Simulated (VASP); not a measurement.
# Si12O23 (a cell with a defect) in VASP: notebook, part 2 of 2

VASP 6.6.1. The steps go on from the part before.

### Step 4. Single point, PBE+D3(BJ)

INCAR

```
PREC = Accurate
ENCUT = 520
EDIFF = 1E-6
ISMEAR = 0
SIGMA = 0.02
LREAL = Auto
LASPH = True
NELM = 120
ALGO = Normal
ISIF = 2
LWAVE = False
LCHARG = False
GGA = PE
IVDW = 12
NBANDS = 116
NELECT = 188.0
GGA_COMPAT = False
```

KPOINTS

```
Automatic mesh
0
Gamma
  2 2 2
```

POSCAR

```
Si12O23
1.0
   -2.4986000000      4.3277020000      5.4571000000
    4.9972000000      0.0000000000      5.4571000000
    4.9972000000      8.6554040000      0.0000000000
Si O
12 23
Direct
    0.7472991842      0.2411868249      0.1277517290
    0.1578197927      0.1675400138      0.1848916547
    0.5665439281      0.0861382658      0.9544706070
    0.7666798154      0.2488799142      0.6219994156
    0.1696637816      0.1590912348      0.7043028509
    0.5782559163      0.0925432261      0.4613073768
    0.2485181655      0.7372303089      0.3784827881
    0.6759590310      0.6716688300      0.4103229323
    0.0888864038      0.6232561261      0.1627465491
    0.2247440532      0.7076957042      0.8641544302
    0.6550941724      0.6564828557      0.9128240160
    0.0931901343      0.6027005403      0.7204798146
    0.9683116167      0.1429892574      0.1485905083
    0.3390640199      0.1626007837      0.0364403513
    0.2095127787      0.9814179354      0.3216250944
    0.1145267327      0.3713034701      0.2263697257
    0.7092056828      0.1254207672      0.0306424920
    0.9861700087      0.1646976683      0.6442986464
    0.3593600070      0.1619734852      0.5589105926
    0.1008426012      0.6638085872      0.5352531520
    0.1973137146      0.9590755764      0.8347135550
    0.1350598081      0.3521370547      0.7598901678
    0.7389848118      0.1357655135      0.5182070013
    0.4835577807      0.6580674414      0.3741188771
    0.8504861040      0.6899987689      0.2593531841
    0.5898428584      0.2154394344      0.2896797055
    0.7349019938      0.4804178647      0.5408632770
    0.6361138031      0.8612611763      0.4718245413
    0.2217876074      0.6564779549      0.2564379812
    0.4599800761      0.6264539273      0.8925463565
    0.8372321444      0.6673858761      0.7665521764
    0.6062727063      0.2090291939      0.7817948644
    0.7218863364      0.4731945674      0.0485972761
    0.6097113902      0.8536867517      0.9705698079
    0.2977128786      0.6914286068      0.6814518860
```

Potentials or basis: VASP PAW PBE potentials, release 64 (Si, O).

Started as:

```sh
> cat potpaw_PBE.64/Si/POTCAR potpaw_PBE.64/O/POTCAR > POTCAR
> mpirun -np 1 vasp_std > vasp.out
```

OUTCAR:

```text
PREC = Accurate
   ENCUT = 520
   EDIFF = 1E-6
   ISMEAR = 0
   LREAL = Auto
   LASPH = True
   NELM = 120
   ISIF = 2
   GGA = PE
   IVDW = 12
   NELECT = 188.0
 IVDW          = 12

 ion  position               nearest neighbor table
   1  0.747  0.241  0.128-  33 1.61  13 1.62  17 1.63  26 1.63   6 3.08  11 3.12   2 3.13
   2  0.158  0.168  0.185-  16 1.60  15 1.63  14 1.63  13 1.64   7 3.11   1 3.13   3 3.15
   3  0.567  0.086  0.954-  34 1.61  14 1.61  32 1.63  17 1.63   4 3.13   2 3.15
   4  0.767  0.249  0.622-  27 1.61  18 1.61  23 1.63  32 1.63   6 3.11   3 3.13   8 3.14
   5  0.170  0.159  0.704-  21 1.62  22 1.62  18 1.64  19 1.64  10 3.14
   6  0.578  0.093  0.461-  28 1.60  19 1.61  23 1.63  26 1.63   1 3.08   4 3.11   8 3.14
   7  0.249  0.737  0.378-  20 1.61  29 1.62  24 1.64  15 1.66   2 3.11  12 3.13
   8  0.676  0.672  0.410-  25 1.62  24 1.62  28 1.62  27 1.63   4 3.14   6 3.14
   9  0.089  0.623  0.163-  29 1.68  25 1.71  16 1.72  10 2.72
  10  0.225  0.708  0.864-  21 1.74  30 1.74  35 1.76  12 2.41   9 2.72   5 3.14
  11  0.655  0.656  0.913-  30 1.61  31 1.62  34 1.64  33 1.65   1 3.12  12 3.14
  12  0.093  0.603  0.720-  22 1.71  35 1.71  20 1.74  31 1.74  10 2.41   7 3.13  11 3.14
  13  0.968  0.143  0.149-   1 1.62   2 1.64
  14  0.339  0.163  0.036-   3 1.61   2 1.63
  15  0.210  0.981  0.322-   2 1.63   7 1.66
  16  0.115  0.371  0.226-   2 1.60   9 1.72
  17  0.709  0.125  0.031-   1 1.63   3 1.63
[... 1131 lines left out ...]
    105       9.6670      0.00000
    106       9.7815      0.00000
 [bands above 106 left out]

------------------------ aborting loop because EDIFF is reached ----------------------------------------

 Edisp (eV)   -4.73979

 E8    (eV) :    -1.6112

  FORCE on cell =-STRESS in cart. coord.  units (eV):
  Direction    XX          YY          ZZ          XY          YZ          ZX
  --------------------------------------------------------------------------------------
  -------------------------------------------------------------------------------------
  Total      12.27104    10.47496     6.10869    -1.07619     0.57529     0.31648
  in kB      41.64721    35.55141    20.73254    -3.65254     1.95251     1.07410
  external pressure =       32.64 kB  Pullay stress =        0.00 kB

 VOLUME and BASIS-vectors are now :
 -----------------------------------------------------------------------------
  energy-cutoff  :      520.00
  volume of cell :      472.07
      direct lattice vectors                 reciprocal lattice vectors
    -2.498600000  4.327702000  5.457100000    -0.100056031  0.057767379  0.091623756
     4.997200000  0.000000000  5.457100000     0.100056031 -0.057767379  0.091623756
     4.997200000  8.655404000  0.000000000     0.050028016  0.086651068 -0.045811878

 POSITION                                       TOTAL-FORCE (eV/Angst)
 -----------------------------------------------------------------------------------
     -0.02354      4.33983      5.39427        -0.001895      0.002578     -0.005919
      1.36684      2.28331      1.77552        -0.005534     -0.009007     -0.002772
      3.78456     10.71316      3.56175         0.013445     -0.019151      0.008535
      2.43633      8.70162      5.54201        -0.007435     -0.017439      0.019172
      3.89063      6.83028      1.79405        -0.017448     -0.036193     -0.001382
      1.32287      6.49532      3.66062        -0.001497     -0.016903     -0.011642
[... 27 lines left out ...]
      7.59275     11.03932      7.98591        -0.027150     -0.003305     -0.009781
      6.11669      7.18665      5.39784        -0.045376     -0.020280      0.054560
 -----------------------------------------------------------------------------------
    total drift:                               -0.006729     -0.004259     -0.006450

  FREE ENERGIE OF THE ION-ELECTRON SYSTEM (eV)
  ---------------------------------------------------
  free  energy   TOTEN  =      -266.9741271184 eV

  energy  without entropy=     -266.9741271184  energy(sigma->0) =     -266.97412712
```

It took 25 min on 1 thread of Oxide Virtual Turin-like, shared host; peak memory 0.62 GiB.

Results:

```
Free energy                : -266.9741 eV
Largest force              : 0.074 eV/Å
Dispersion energy per atom : -0.135 eV
```

Forces on the atoms (eV/Å):
```
Si  -0.002  0.003 -0.006
Si  -0.006 -0.009 -0.003
Si   0.013 -0.019  0.009
Si  -0.007 -0.017  0.019
Si  -0.017 -0.036 -0.001
Si  -0.001 -0.017 -0.012
Si  -0.034 -0.005  0.049
Si   0.003  0.019  0.006
Si  -0.008 -0.012  0.003
Si   0.040  0.061 -0.006
Si   0.042  0.036  0.007
Si   0.001 -0.038 -0.053
O    0.003  0.007  0.007
O    0.000  0.022  0.002
O   -0.005  0.014 -0.011
O    0.014 -0.016  0.015
O    0.007 -0.008 -0.011
O    0.007  0.032  0.017
O    0.019  0.030 -0.001
O    0.032  0.030 -0.032
O   -0.027  0.011 -0.020
O    0.026 -0.003  0.015
O    0.010  0.007  0.003
O    0.026 -0.003 -0.006
O   -0.029  0.008  0.020
O   -0.018  0.005  0.001
O   -0.001 -0.006 -0.017
O    0.008 -0.013 -0.006
O   -0.010 -0.021 -0.015
O    0.029 -0.030 -0.037
O   -0.013  0.009  0.016
O   -0.017  0.013 -0.004
O   -0.014 -0.027  0.009
O   -0.027 -0.003 -0.010
O   -0.045 -0.020  0.055
```

Caveat: the k points lie up to 0.46 Å⁻¹ apart; the cell carries a net charge on a neutralising background, which shifts energy and pressure; the cell is charged against a uniform background, so pressure and absolute levels hang on convention.
